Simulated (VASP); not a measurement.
# Ta in VASP: a series of runs

Runs on Ta. Level: LDA. Tasks: single point.

Everything below comes from runs of VASP 6.6.1. Logs are shortened: lines on timing, memory, paths and dates and some standing lists are left out, and cuts for length are marked.

## 1. The cell of the first run

The cell holds a slab with vacuum, 5 atoms: a = 3.253 Å, b = 3.253 Å, c = 22.506 Å, α = 90.00°, β = 90.00°, γ = 90.00°.

## 2. Single point, LDA

The input, INCAR:

```
SYSTEM = Ta
PREC = Accurate ; ENCUT = 520
EDIFF = 1E-6 ; ISMEAR = -1
SIGMA = 0.05 ; LREAL = .False.
LASPH = .True. ; NELM = 60
ALGO = Normal ; ISIF = 2
LWAVE = .False. ; LCHARG = .False.
LDIPOL = .True. ; IDIPOL = 3
DIPOL = 0.5 0.5 0.500 ; NBANDS = 36
```

The input, KPOINTS:

```
Automatic mesh
0
Gamma
  11 11 1
  0 0 0
```

The input, POSCAR:

```
Ta
1.0
    3.2528507656      0.0000000000      0.0000000000
    0.0000000000      3.2528507656      0.0000000000
    0.0000000000      0.0000000000     22.5057000000
Ta
5
Direct
    0.0000000000      0.0000000000      0.3641556625
    0.5000000000      0.5000000000      0.4265834016
    0.0000000000      0.0000000000      0.5000000000
    0.5000000000      0.5000000000      0.5734165985
    0.0000000000      0.0000000000      0.6358443375
```

Potentials or basis: VASP PAW LDA potentials, release 64 (Ta_pv).

Launch:

```sh
> cat potpaw_LDA.64/Ta_pv/POTCAR > POTCAR
> mpirun -np 1 vasp_std > vasp.out
```

OUTCAR:

```text
SYSTEM = Ta
   PREC = Accurate
   ENCUT = 520
   EDIFF = 1E-6
   ISMEAR = -1
   LREAL = .False.
   LASPH = .True.
   NELM = 60
   ISIF = 2

 ion  position               nearest neighbor table
   1  0.000  0.000  0.364-   2 2.70   2 2.70   2 2.70   2 2.70   3 3.06
   2  0.500  0.500  0.427-   1 2.70   1 2.70   1 2.70   1 2.70   3 2.83   3 2.83   3 2.83   3 2.83
                             4 3.30
   3  0.000  0.000  0.500-   2 2.83   2 2.83   2 2.83   2 2.83   4 2.83   4 2.83   4 2.83   4 2.83
                             1 3.06   5 3.06
   4  0.500  0.500  0.573-   5 2.70   5 2.70   5 2.70   5 2.70   3 2.83   3 2.83   3 2.83   3 2.83
                             2 3.30
   5  0.000  0.000  0.636-   4 2.70   4 2.70   4 2.70   4 2.70   3 3.06

  LATTYP: Found a simple tetragonal cell.
 ALAT       =     3.2528507656
 C/A-ratio  =     6.9187619174

  Lattice vectors:

 A1 = (   3.2528507656,   0.0000000000,   0.0000000000)
 A2 = (   0.0000000000,   3.2528507656,   0.0000000000)
 A3 = (   0.0000000000,   0.0000000000,  22.5057000000)

Analysis of symmetry for initial positions (statically):
=====================================================================
 Subroutine PRICEL returns:
 Original cell was already a primitive cell.

 Routine SETGRP: Setting up the symmetry group for a
 simple tetragonal supercell.

 Subroutine GETGRP returns: Found 16 space group operations
 (whereof 16 operations were pure point group operations)
 out of a pool of 16 trial point group operations.

The static configuration has the point symmetry D_4h.

Analysis of symmetry for dynamics (positions and initial velocities):
=====================================================================
 Subroutine PRICEL returns:
 Original cell was already a primitive cell.

 Routine SETGRP: Setting up the symmetry group for a
 simple tetragonal supercell.

 Subroutine GETGRP returns: Found 16 space group operations
 (whereof 16 operations were pure point group operations)
 out of a pool of 16 trial point group operations.

The dynamic configuration has the point symmetry D_4h.

 Subroutine INISYM returns: Found 16 space group operations
 (whereof 16 operations are pure point group operations),
 and found     1 'primitive' translations

----------------------------------------------------------------------------------------

                                     Primitive cell

  volume of cell :     238.1337

  direct lattice vectors                    reciprocal lattice vectors
     3.252850766  0.000000000  0.000000000     0.307422649  0.000000000  0.000000000
     0.000000000  3.252850766  0.000000000     0.000000000  0.307422649  0.000000000
     0.000000000  0.000000000 22.505700000     0.000000000  0.000000000  0.044433188

  length of vectors
     3.252850766  3.252850766 22.505700000     0.307422649  0.307422649  0.044433188

  position of ions in fractional coordinates (direct lattice)
     0.000000000  0.000000000  0.364155662
     0.500000000  0.500000000  0.426583402
     0.000000000  0.000000000  0.500000000
     0.500000000  0.500000000  0.573416599
     0.000000000  0.000000000  0.635844338

  ion indices of the primitive-cell ions
   primitive index   ion index
                 1           1
                 2           2
                 3           3
                 4           4
                 5           5

----------------------------------------------------------------------------------------

 KPOINTS: Automatic mesh

Automatic generation of k-mesh.
 Grid dimensions read from file:
 generate k-points for:   11   11    1

 Generating k-lattice:

  Cartesian coordinates                     Fractional coordinates (reciprocal lattice)
     0.027947514  0.000000000  0.000000000     0.090909091  0.000000000  0.000000000
     0.000000000  0.027947514  0.000000000     0.000000000  0.090909091  0.000000000
     0.000000000  0.000000000  0.044433188     0.000000000  0.000000000  1.000000000

  Length of vectors
     0.027947514  0.027947514  0.044433188

  Shift w.r.t. Gamma in fractional coordinates (k-lattice)
     0.000000000  0.000000000  0.000000000

 Subroutine IBZKPT returns following result:
 ===========================================

 Found     21 irreducible k-points:

 Following reciprocal coordinates:
            Coordinates               Weight
  0.000000  0.000000  0.000000      1.000000
  0.090909  0.000000  0.000000      4.000000
  0.181818  0.000000  0.000000      4.000000
  0.272727  0.000000  0.000000      4.000000
  0.363636  0.000000  0.000000      4.000000
  0.454545  0.000000  0.000000      4.000000
[... 13 lines left out ...]
  0.454545  0.363636  0.000000      8.000000
  0.454545  0.454545  0.000000      4.000000
   k-points           NKPTS =     21   k-points in BZ     NKDIM =     21   number of bands    NBANDS=     36
   number of dos      NEDOS =    301   number of ions     NIONS =      5
   total plane-waves  NPLWV =  96768
   dimension x,y,z NGX =    24 NGY =   24 NGZ =  168
   dimension x,y,z NGXF=    48 NGYF=   48 NGZF=  336
   ions per type =               5
   NGX,Y,Z   is equivalent  to a cutoff of  12.27, 12.27, 12.41 a.u.
   NGXF,Y,Z  is equivalent  to a cutoff of  24.53, 24.53, 24.82 a.u.
 SYSTEM =  Ta
   PREC   = accura    normal or accurate (medium, high low for compatibility)
   ISTART =      0    job   : 0-new  1-cont  2-samecut
   ICHARG =      2    charge: 1-file 2-atom 10-const
   ISPIN  =      1    spin polarized calculation?
   LNONCOLLINEAR =      F non collinear calculations
   LSORBIT =      F    spin-orbit coupling
   LASPH  =      T    aspherical Exc in radial PAW
   ENCUT  =  520.0 eV  38.22 Ry    6.18 a.u.   6.05  6.05 41.85*2*pi/ulx,y,z
   NELM   =     60;   NELMIN=  2; NELMDL= -5     # of ELM steps
   EDIFF  = 0.1E-05   stopping-criterion for ELM
   LREAL  =      F    real-space projection
   EDIFFG = 0.1E-04   stopping-criterion for IOM
   NSW    =      0    number of steps for IOM
   IBRION =     -1    ionic relax: 0-MD 1-quasi-New 2-CG
   NFREE  =      0    steps in history (QN), initial steepest desc. (CG)
   ISIF   =      2    stress and relaxation
   ISYM   =      2    0-nonsym 1-usesym 2-fastsym
   POTIM  = 0.5000    time-step for ionic-motion
   TEBEG  =    0.0;   TEEND  =   0.0 temperature during run
   PSTRESS=    0.0 pullay stress
   NELECT =      55.0000    total number of electrons
   NUPDOWN=      -1.0000    fix difference up-down
   EMIN   =  10.00;   EMAX   =-10.00  energy-range for DOS
   EFERMI =   0.00;   METHOD = LEGACY
   ISMEAR =    -1;   SIGMA  =   0.05  broadening in eV -4-tet -1-fermi 0-gaus
   EFERMI_NEDOS =   21; number of points for ismear=-14 and -15
   IALGO  =     38    algorithm
   IMIX   =      4    mixing-type and parameters
     AMIX     =   0.40;   BMIX     =  1.00
     AMIX_MAG =   1.60;   BMIX_MAG =  1.00
  volume/ion in A,a.u.               =      47.63       321.40
  Fermi-wavevector in a.u.,A,eV,Ry     =   1.004436  1.898108 13.726796  1.008891
  Thomas-Fermi vector in A             =   2.137051
   LORBIT       =      0    0 simple, 1 ext, 2 COOP (PROOUT), +10 PAW based schemes
   GGA     = CA    functional components
   LHFCALC =     F    Hartree Fock is set to
   AEXX    =    0.0000 exact exchange contribution
   IVDW    =     0    specifies the selected vdW correction
   LEPSILON=     F    determine dielectric tensor
   LRPA    =     F    only Hartree local field effects (RPA)
 non-spin polarized calculation
  energy-cutoff  :      520.00
  volume of cell :      238.13
 maximum number of plane-waves:      6464
   NGX = 13   NGY = 13   NGZ = 83

 number of electron      55.0000014 magnetization

 dipolmoment           0.000000      0.000000     -0.000000 electrons x Angstroem

 Free energy of the ion-electron system (eV)
  ---------------------------------------------------
  ext. energy  EPLUGINS =         0.00000000
  ---------------------------------------------------
  free energy    TOTEN  =       -60.35813590 eV

  energy without entropy =      -60.32044952  energy(sigma->0) =      -60.33929271

 E-fermi :  -0.2710     XC(G=0):  -5.7237

 val. band max:       -0.2746923953   @ k =   0.4545   0.1818   0.0000
 cond. band min:      -0.2195569171   @ k =   0.1818   0.0000   0.0000
 fundamental gap:      0.0551354783
 Fermi energy:        -0.2709722208

 k-point     1 :       0.0000    0.0000    0.0000
  band No.  band energies     occupation
      1     -34.5522      2.00000
      2     -34.5492      2.00000
      3     -34.4273      2.00000
      4     -34.4273      2.00000
      5     -34.4006      2.00000
      6     -34.4006      2.00000
[... 28 lines left out ...]
     35       2.3831      0.00000
     36       2.3831      0.00000

 k-point     2 :       0.0909    0.0000    0.0000
  band No.  band energies     occupation
      1     -34.5718      2.00000
      2     -34.5655      2.00000
      3     -34.4421      2.00000
      4     -34.4367      2.00000
      5     -34.4128      2.00000
      6     -34.3885      2.00000
[... 28 lines left out ...]
     35       1.9048      0.00000
     36       2.2178      0.00000

 k-point     3 :       0.1818    0.0000    0.0000
  band No.  band energies     occupation
      1     -34.6346      2.00000
      2     -34.6029      2.00000
      3     -34.4960      2.00000
      4     -34.4955      2.00000
      5     -34.3727      2.00000
      6     -34.3547      2.00000
[... 28 lines left out ...]
     35       2.2576      0.00000
     36       2.3128      0.00000
[... 625 lines left out ...]
 k-point    20 :       0.4545    0.3636    0.0000
  band No.  band energies     occupation
      1     -34.7587      2.00000
      2     -34.7427      2.00000
      3     -34.7251      2.00000
      4     -34.7136      2.00000
      5     -34.4697      2.00000
      6     -34.4413      2.00000
[... 28 lines left out ...]
     35       3.5082      0.00000
     36       3.9401      0.00000

 k-point    21 :       0.4545    0.4545    0.0000
  band No.  band energies     occupation
      1     -34.7918      2.00000
      2     -34.7852      2.00000
      3     -34.7357      2.00000
      4     -34.7316      2.00000
      5     -34.4766      2.00000
      6     -34.4403      2.00000
[... 28 lines left out ...]
     35       3.6782      0.00000
     36       4.0547      0.00000

------------------------ aborting loop because EDIFF is reached ----------------------------------------

 vacuum level on the upper side and lower side of the slab       (xc-potential included)        -0.151        -0.151

  FORCE on cell =-STRESS in cart. coord.  units (eV):
  Direction    XX          YY          ZZ          XY          YZ          ZX
  --------------------------------------------------------------------------------------
  -------------------------------------------------------------------------------------
  Total       -0.4397869     -0.4397869      0.4164837      0.0000000      0.0000000      0.0000000
  in kB       -2.9589123     -2.9589123      2.8021270      0.0000000      0.0000000      0.0000000
  external PRESSURE =      -1.0385659 kB  Pullay stress =       0.0000000 kB

 VOLUME and BASIS-vectors are now :
 -----------------------------------------------------------------------------
  energy-cutoff  :      520.00
  volume of cell :      238.13
      direct lattice vectors                 reciprocal lattice vectors
     3.252850766  0.000000000  0.000000000     0.307422649  0.000000000  0.000000000
     0.000000000  3.252850766  0.000000000     0.000000000  0.307422649  0.000000000
     0.000000000  0.000000000 22.505700000     0.000000000  0.000000000  0.044433188

 POSITION                                       TOTAL-FORCE (eV/Angst)
 -----------------------------------------------------------------------------------
      0.00000      0.00000      8.19558         0.000000     -0.000000     -0.069499
      1.62643      1.62643      9.60056        -0.000000      0.000000     -0.005652
      0.00000      0.00000     11.25285        -0.000000     -0.000000      0.000000
      1.62643      1.62643     12.90514        -0.000000      0.000000      0.005652
      0.00000      0.00000     14.31012         0.000000     -0.000000      0.069499
 -----------------------------------------------------------------------------------
    total drift:                                0.000000      0.000000     -0.000003

  FREE ENERGIE OF THE ION-ELECTRON SYSTEM (eV)
  ---------------------------------------------------
  free  energy   TOTEN  =       -60.3581359047 eV

  energy  without entropy=      -60.3204495162  energy(sigma->0) =      -60.33929271

 vacuum level on the upper side and lower side of the slab         3.638         3.638
```

It took 1.9 min on 1 thread of Intel Xeon 6975P-C (Granite Rapids), shared host; peak memory 0.31 GiB.

What came out:

- Free energy: -60.3581 eV
- Largest force: 0.069 eV/Å
- Band gap on the k mesh: zero (an odd number of electrons rules out a gap without spin polarisation)

Forces on the atoms (eV/Å):
```
Ta   0.000  0.000 -0.069
Ta   0.000  0.000 -0.006
Ta   0.000  0.000  0.000
Ta   0.000  0.000  0.006
Ta   0.000  0.000  0.069
```

Caveat: spin-orbit coupling is left out, which moves the levels of the heavy elements.

## 3. Single point, LDA

The input, INCAR:

```
PREC     = Accurate       # precision mode
ENCUT    = 520            # plane-wave cutoff, eV
EDIFF    = 1E-6           # SCF threshold, eV
ISMEAR   = -1             # smearing method
SIGMA    = 0.05           # smearing width, eV
LREAL    = F              # projectors in reciprocal space
LASPH    = T              # aspherical terms in the spheres
NELM     = 80             # most SCF steps
ALGO     = Normal         # electronic algorithm
ISIF     = 2              # what is computed and relaxed
LWAVE    = F              # write WAVECAR
LCHARG   = T              # write CHGCAR
LDIPOL   = T            
IDIPOL   = 3            
DIPOL    = 0.5 0.5 0.500
LELF     = T              # ELF
LVHAR    = T            
LVACPOTAV= T            
NBANDS   = 36             # bands
```

The input, KPOINTS:

```
regular mesh
0
Gamma
  11 11 1
```

The input, POSCAR:

```
Ta
1.0
    3.2528507656      0.0000000000      0.0000000000
    0.0000000000      3.2528507656      0.0000000000
    0.0000000000      0.0000000000     22.5057000000
Ta
5
Direct
    0.0000000000      0.0000000000      0.3640668192
    0.5000000000      0.5000000000      0.4265415960
    0.0000000000      0.0000000000      0.5000000001
    0.5000000000      0.5000000000      0.5734584040
    0.0000000000      0.0000000000      0.6359331808
```

Potentials or basis: VASP PAW LDA potentials, release 64 (Ta_pv).

Launch:

```sh
> cat potpaw_LDA.64/Ta_pv/POTCAR > POTCAR
> mpirun -np 1 vasp_std > vasp.out
```

Run time: 1.8 min. Hardware: 1 thread of Intel Xeon 6975P-C (Granite Rapids), shared host; peak memory 0.31 GiB.

It converged, with:

```
Free energy            : -60.3584 eV
Largest force          : 0.058 eV/Å
Band gap on the k mesh : zero (an odd number of electrons rules out a gap without spin polarisation)
```

Forces on the atoms (eV/Å):
```
Ta   0.000  0.000 -0.058
Ta   0.000  0.000 -0.004
Ta   0.000  0.000  0.000
Ta   0.000  0.000  0.004
Ta   0.000  0.000  0.058
```

Levels at points of the mesh, in eV from the Fermi level:
```tsv
k point	band 25	band 26	band 27	band 28	band 29	band 30	band 31	band 32
(0.00, 0.00, 0.00)	0.11	0.37	0.52	0.52	0.76	0.76	0.93	1.18
```

Caveat: spin-orbit coupling is left out, which moves the levels of the heavy elements.

## 4. Single point, LDA

The input, INCAR:

```
SYSTEM = Ta
ALGO = Normal
EDIFF = 1E-6
ENCUT = 520
GGA = CA
ISIF = 2
ISMEAR = -1
LASPH = .True.
LCHARG = .False.
LREAL = .False.
LWAVE = .False.
NBANDS = 36
NELM = 100
PREC = Accurate
SIGMA = 0.05
```

The input, KPOINTS:

```
k-points
0
Gamma
  11 11 1
  0 0 0
```

POSCAR is that of step 3.

Launch:

```sh
> cat potpaw_LDA.64/Ta_pv/POTCAR > POTCAR
> mpirun -np 1 vasp_std > vasp.out
```

It took 1.9 min on 1 thread of Intel Xeon 6975P-C (Granite Rapids), shared host; peak memory 0.31 GiB.

It converged, with:

| Property | Result |
| --- | --- |
| Free energy | -60.3584 eV |
| Largest force | 0.058 eV/Å |
| Band gap on the k mesh | zero (an odd number of electrons rules out a gap without spin polarisation) |

Forces in eV/Å, atoms in the order of the input:
```
Ta   0.000  0.000 -0.058
Ta   0.000  0.000 -0.004
Ta   0.000  0.000  0.000
Ta   0.000  0.000  0.004
Ta   0.000  0.000  0.058
```

Levels at points of the mesh, in eV from the Fermi level:
```tsv
k point	band 26	band 27	band 28	band 29	band 30	band 31
(0.00, 0.00, 0.00)	0.37	0.52	0.52	0.76	0.76	0.93
```

Caveat: spin-orbit coupling is left out, which moves the levels of the heavy elements.
